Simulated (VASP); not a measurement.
A run of VASP 6.6.1:

INCAR

```
SYSTEM = ZnO
  PREC = Accurate
  ENCUT = 520
  EDIFF = 1E-7
  ISMEAR = 0
  SIGMA = 0.02
  LREAL = .False.
  LASPH = .True.
  ALGO = Normal
  NELM = 100
  ISIF = 2
  LWAVE = .False.
  LCHARG = .False.
  IVDW = 2
```

The input KPOINTS:

```
k-points
0
Gamma
  7 7 3
```

The input POSCAR:

```
ZnO
1.0
    3.2879671587      0.0000000000      0.0000000000
   -1.6439835793      2.8474630862      0.0000000000
    0.0000000000      0.0000000000      7.1304413500
Zn O
2 2
Direct
    0.0000000000      0.0000000000      0.2500000000
    0.0000000000      0.0000000000      0.7500000000
    0.6666666667      0.3333333333      0.7500000000
    0.3333333333      0.6666666667      0.2500000000
```

Potentials or basis: VASP PAW PBE potentials, release 64 (Zn, O).

The run is started by

```console
$ cat potpaw_PBE.64/Zn/POTCAR potpaw_PBE.64/O/POTCAR > POTCAR
$ mpirun -np 1 vasp_std > vasp.out
```

Hardware: 1 thread of Intel(R) Xeon(R) Platinum 8375C CPU @ 2.90GHz (Ice Lake), on a shared host.

How long does it take, and how much memory?

Wall time 39 s on 1 thread of Intel(R) Xeon(R) Platinum 8375C CPU @ 2.90GHz (Ice Lake), on a shared host, peak memory 0.18 GiB. Counts: scf iterations 18, k points 16.
